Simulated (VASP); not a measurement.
# K (Im-3m) in VASP: notebook

The runs below take K through single point, with RPBE.

Everything below comes from runs of VASP 6.6.1. Logs are shortened: lines on timing, memory, paths and dates and some standing lists are left out, and cuts for length are marked.

## 1. The cell of the first run

It takes space group Im-3m (No. 229, cubic). Conventional cell: a = 5.364 Å, b = 5.364 Å, c = 5.364 Å, α = 90.00°, β = 90.00°, γ = 90.00°.

## 2. Single point, RPBE (volume scaled by 0.96)

File INCAR:

```
ALGO = Normal
EDIFF = 1E-7
ENCUT = 520
GGA = RP
ISIF = 2
ISMEAR = -1
LASPH = True
LCHARG = False
LREAL = False
LWAVE = False
NBANDS = 10
NELM = 60
PREC = Accurate
SIGMA = 0.1
```

File KPOINTS:

```
k-points
0
Gamma
  14 14 14
```

File POSCAR:

```
K
1.0
   -2.6822460007      2.6822460007      2.6822460007
    2.6822460007     -2.6822460007      2.6822460007
    2.6822460007      2.6822460007     -2.6822460007
K
1
Direct
    0.0000000000      0.0000000000      0.0000000000
```

Potentials or basis: VASP PAW PBE potentials, release 64 (K_sv).

Run with:

```
cat potpaw_PBE.64/K_sv/POTCAR > POTCAR
mpirun -np 1 vasp_std > vasp.out
```

OUTCAR:

```text
EDIFF = 1E-7
   ENCUT = 520
   GGA = RP
   ISIF = 2
   ISMEAR = -1
   LASPH = True
   LREAL = False
   NELM = 60
   PREC = Accurate

 ion  position               nearest neighbor table
   1  0.000  0.000  0.000-

  LATTYP: Found a body centered cubic cell.
 ALAT       =     5.3644920014

  Lattice vectors:

 A1 = (  -2.6822460007,   2.6822460007,   2.6822460007)
 A2 = (   2.6822460007,  -2.6822460007,   2.6822460007)
 A3 = (   2.6822460007,   2.6822460007,  -2.6822460007)

Analysis of symmetry for initial positions (statically):
=====================================================================
 Subroutine PRICEL returns:
 Original cell was already a primitive cell.

 Routine SETGRP: Setting up the symmetry group for a
 body centered cubic supercell.

 Subroutine GETGRP returns: Found 48 space group operations
 (whereof 48 operations were pure point group operations)
 out of a pool of 48 trial point group operations.

The static configuration has the point symmetry O_h .

Analysis of symmetry for dynamics (positions and initial velocities):
=====================================================================
 Subroutine PRICEL returns:
 Original cell was already a primitive cell.

 Routine SETGRP: Setting up the symmetry group for a
 body centered cubic supercell.

 Subroutine GETGRP returns: Found 48 space group operations
 (whereof 48 operations were pure point group operations)
 out of a pool of 48 trial point group operations.

The dynamic configuration has the point symmetry O_h .

 Subroutine INISYM returns: Found 48 space group operations
 (whereof 48 operations are pure point group operations),
 and found     1 'primitive' translations

----------------------------------------------------------------------------------------

                                     Primitive cell

  volume of cell :      77.1891

  direct lattice vectors                    reciprocal lattice vectors
    -2.682246001  2.682246001  2.682246001     0.000000000  0.186410941  0.186410941
     2.682246001 -2.682246001  2.682246001     0.186410941  0.000000000  0.186410941
     2.682246001  2.682246001 -2.682246001     0.186410941  0.186410941  0.000000000

  length of vectors
     4.645786352  4.645786352  4.645786352     0.263624880  0.263624880  0.263624880

  position of ions in fractional coordinates (direct lattice)
     0.000000000  0.000000000  0.000000000
[... 78 lines left out ...]
   EDIFFG = 0.1E-05   stopping-criterion for IOM
   NSW    =      0    number of steps for IOM
   IBRION =     -1    ionic relax: 0-MD 1-quasi-New 2-CG
   NFREE  =      0    steps in history (QN), initial steepest desc. (CG)
   ISIF   =      2    stress and relaxation
   ISYM   =      2    0-nonsym 1-usesym 2-fastsym
   POTIM  = 0.5000    time-step for ionic-motion
   TEBEG  =    0.0;   TEEND  =   0.0 temperature during run
   PSTRESS=    0.0 pullay stress
   NELECT =       9.0000    total number of electrons
   NUPDOWN=      -1.0000    fix difference up-down
   EMIN   =  10.00;   EMAX   =-10.00  energy-range for DOS
   EFERMI =   0.00;   METHOD = LEGACY
   ISMEAR =    -1;   SIGMA  =   0.10  broadening in eV -4-tet -1-fermi 0-gaus
   EFERMI_NEDOS =   21; number of points for ismear=-14 and -15
   IALGO  =     38    algorithm
   IMIX   =      4    mixing-type and parameters
     AMIX     =   0.40;   BMIX     =  1.00
     AMIX_MAG =   1.60;   BMIX_MAG =  1.00
  volume/ion in A,a.u.               =      77.19       520.90
  Fermi-wavevector in a.u.,A,eV,Ry     =   0.799780  1.511365  8.702934  0.639648
  Thomas-Fermi vector in A             =   1.906949
   LORBIT       =      0    0 simple, 1 ext, 2 COOP (PROOUT), +10 PAW based schemes
   GGA     = RP    functional components
   LHFCALC =     F    Hartree Fock is set to
   AEXX    =    0.0000 exact exchange contribution
   IVDW    =     0    specifies the selected vdW correction
   LEPSILON=     F    determine dielectric tensor
   LRPA    =     F    only Hartree local field effects (RPA)
 non-spin polarized calculation
  energy-cutoff  :      520.00
  volume of cell :       77.19
 maximum number of plane-waves:      2093
   NGX = 17   NGY = 17   NGZ = 17

 number of electron       9.0000000 magnetization

 Free energy of the ion-electron system (eV)
  ---------------------------------------------------
  ext. energy  EPLUGINS =         0.00000000
  ---------------------------------------------------
  free energy    TOTEN  =        -0.95105431 eV

  energy without entropy =       -0.92486812  energy(sigma->0) =       -0.93796121

 E-fermi :  -0.0988     XC(G=0):  -5.4048

 val. band max:       -0.1217699182   @ k =   0.2857   0.2143   0.0000
 cond. band min:      -0.0765064623   @ k =   0.3571   0.0714   0.0714
 fundamental gap:      0.0452634559
 Fermi energy:        -0.0988085557

 k-point     1 :       0.0000    0.0000    0.0000
  band No.  band energies     occupation
      1     -32.3733      2.00000
      2     -15.7839      2.00000
      3     -15.7839      2.00000
      4     -15.7839      2.00000
      5      -2.1810      2.00000
      6       4.1987      0.00000
      7       4.1987      0.00000
      8       4.1987      0.00000
      9       5.0568      0.00000
     10       5.0568      0.00000
[... 287 lines left out ...]
 k-point    24 :       0.3571    0.2857    0.0000
  band No.  band energies     occupation
      1     -32.3698      2.00000
      2     -15.8259      2.00000
      3     -15.8175      2.00000
      4     -15.7907      2.00000
      5       0.9217      0.00007
      6       1.0267      0.00003
      7       1.7057      0.00000
      8       4.3719      0.00000
      9       5.1582      0.00000
     10       5.3064      0.00000

 [... further k-points ...]

------------------------ aborting loop because EDIFF is reached ----------------------------------------

  FORCE on cell =-STRESS in cart. coord.  units (eV):
  Direction    XX          YY          ZZ          XY          YZ          ZX
  --------------------------------------------------------------------------------------
  -------------------------------------------------------------------------------------
  Total        0.0663464      0.0663464      0.0663464     -0.0000000     -0.0000000      0.0000000
  in kB        1.3771208      1.3771208      1.3771208     -0.0000000     -0.0000000      0.0000000
  external PRESSURE =       1.3771208 kB  Pullay stress =       0.0000000 kB

 VOLUME and BASIS-vectors are now :
 -----------------------------------------------------------------------------
  energy-cutoff  :      520.00
  volume of cell :       77.19
      direct lattice vectors                 reciprocal lattice vectors
    -2.682246001  2.682246001  2.682246001     0.000000000  0.186410941  0.186410941
     2.682246001 -2.682246001  2.682246001     0.186410941  0.000000000  0.186410941
     2.682246001  2.682246001 -2.682246001     0.186410941  0.186410941  0.000000000

 POSITION                                       TOTAL-FORCE (eV/Angst)
 -----------------------------------------------------------------------------------
      0.00000      0.00000      0.00000        -0.000000      0.000000      0.000000
 -----------------------------------------------------------------------------------
    total drift:                               -0.000000      0.000000      0.000000

  FREE ENERGIE OF THE ION-ELECTRON SYSTEM (eV)
  ---------------------------------------------------
  free  energy   TOTEN  =        -0.9510543067 eV

  energy  without entropy=       -0.9248681196  energy(sigma->0) =       -0.93796121
```

OSZICAR:

```text
N       E                     dE             d eps       ncg     rms          rms(c)
DAV:   1     0.471903529330E+02    0.47190E+02   -0.35839E+03  2080   0.688E+02
DAV:   2     0.749981092955E+00   -0.46440E+02   -0.45779E+02  2234   0.190E+02
DAV:   3    -0.897459753428E+00   -0.16474E+01   -0.16402E+01  3360   0.293E+01
DAV:   4    -0.944040964445E+00   -0.46581E-01   -0.46263E-01  2814   0.408E+00
DAV:   5    -0.945574984418E+00   -0.15340E-02   -0.15328E-02  3220   0.482E-01    0.157E+00
DAV:   6    -0.948637668173E+00   -0.30627E-02   -0.14120E-03  2636   0.274E-01    0.945E-01
DAV:   7    -0.950914080872E+00   -0.22764E-02   -0.29294E-03  2468   0.440E-01    0.524E-02
DAV:   8    -0.951048259121E+00   -0.13418E-03   -0.12156E-04  3018   0.124E-01    0.122E-02
DAV:   9    -0.951054824896E+00   -0.65658E-05   -0.85613E-06  2882   0.254E-02    0.455E-03
DAV:  10    -0.951054286489E+00    0.53841E-06   -0.65770E-07  3316   0.790E-03    0.983E-04
DAV:  11    -0.951054306725E+00   -0.20236E-07   -0.82675E-09  1724   0.708E-04
   1 F= -.95105431E+00 E0= -.93796121E+00  d E =-.261862E-01
```

stdout:

```text
POSCAR found type information on POSCAR K
 POSCAR found :  1 types and       1 ions
 scaLAPACK will be used
 -----------------------------------------------------------------------------
|                                                                             |
|                                                                             |
|     You enforced a specific xc type in the INCAR file but a different       |
|     I HOPE YOU KNOW WHAT YOU ARE DOING!                                     |
|                                                                             |
 -----------------------------------------------------------------------------

 LDA part: xc-table for (Slater+PW92), standard interpolation
 POSCAR, INCAR and KPOINTS ok, starting setup
 FFT: planning ... GRIDC
 FFT: planning ... GRID_SOFT
 FFT: planning ... GRID
 WAVECAR not read
 entering main loop
```

Wall time 59 s (1 thread of Intel Xeon 8259CL, shared host); peak memory 0.24 GiB.

What came out:

```
Free energy : -0.9511 eV
Pressure    : 0.1 GPa
```

Levels at points of the mesh, in eV from the Fermi level:
| k point | band 2 | band 3 | band 4 | band 5 | band 6 | band 7 |
| --- | --- | --- | --- | --- | --- | --- |
| (0.00, 0.00, 0.00) | -15.69 | -15.69 | -15.69 | -2.08 | 4.30 | 4.30 |
| (0.50, 0.00, 0.00) | -15.74 | -15.70 | -15.68 | 0.47 | 0.63 | 3.17 |
| (0.50, 0.50, 0.50) | -15.73 | -15.73 | -15.73 | 1.68 | 1.68 | 3.36 |

Caveat: the PAW data sets were made with another functional, which shifts forces and pressure a little.

(Part 1 of 2 ends here.)
